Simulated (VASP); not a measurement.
Set up this calculation in VASP 6.6.1, as the native input.

| Property | Result |
| --- | --- |
| Task | single point |
| Functional | PBE |
| Potentials or basis | VASP PAW PBE potentials, release 64 (Mo_sv) |
| Cutoff | 520 eV |
| k mesh | 21 × 21 × 18 |
| Occupations | gaussian, width 0.15 eV |
| Spin | no spin polarisation |
| Dipole correction | no |
| Further INCAR settings | ALGO = Normal; EDIFF = 1e-06; NBANDS = 13 |

The structure of Mo lies in POSCAR:

```
Mo
1.0
    2.7355103972      0.0000000000      0.0000000000
   -1.3677551986      2.3690214963      0.0000000000
    0.0000000000      0.0000000000      2.6318361210
Mo
1
Direct
    0.0000000000      0.0000000000      0.5000000000
```

This cell differs from its parent crystal: strain +0.000 along x and y, +0.030 along z.

One way to write it, as run:

INCAR

```
SYSTEM = Mo
ALGO     = Normal         ! electronic algorithm
EDIFF    = 1E-6           ! SCF threshold, eV
ENCUT    = 520            ! plane-wave cutoff, eV
GGA      = PE             ! functional
ISIF     = 2              ! what is computed and relaxed
ISMEAR   = 0              ! smearing method
LASPH    = .TRUE.         ! aspherical terms in the spheres
LCHARG   = .TRUE.         ! write CHGCAR
LELF     = .TRUE.         ! ELF
LREAL    = .FALSE.        ! projectors in reciprocal space
LVHAR    = .TRUE.       
LWAVE    = .FALSE.        ! write WAVECAR
NBANDS   = 13             ! bands
NELM     = 60             ! most SCF steps
PREC     = Accurate       ! precision mode
SIGMA    = 0.15           ! smearing width, eV
```

KPOINTS

```
k-points
0
G
  21 21 18
  0 0 0
```

Potentials or basis: VASP PAW PBE potentials, release 64 (Mo_sv).

Command:

```console
$ cat potpaw_PBE.64/Mo_sv/POTCAR > POTCAR
$ mpirun -np 1 vasp_std > vasp.out
```

Results of the run:

```json
{
 "Pressure": "-1.7 GPa",
 "Band gap on the k mesh": "zero (band 7 reaches 11.88 eV, above the bottom of band 8 at 10.32 eV)"
}
```

Caveat: the cell differs from its parent crystal (strain +0.000 along x and y, +0.030 along z).

Run time: 80 s on 1 thread of AMD EPYC 7R13 Processor (Zen 3), with other jobs on the host, peak memory 0.17 GiB.
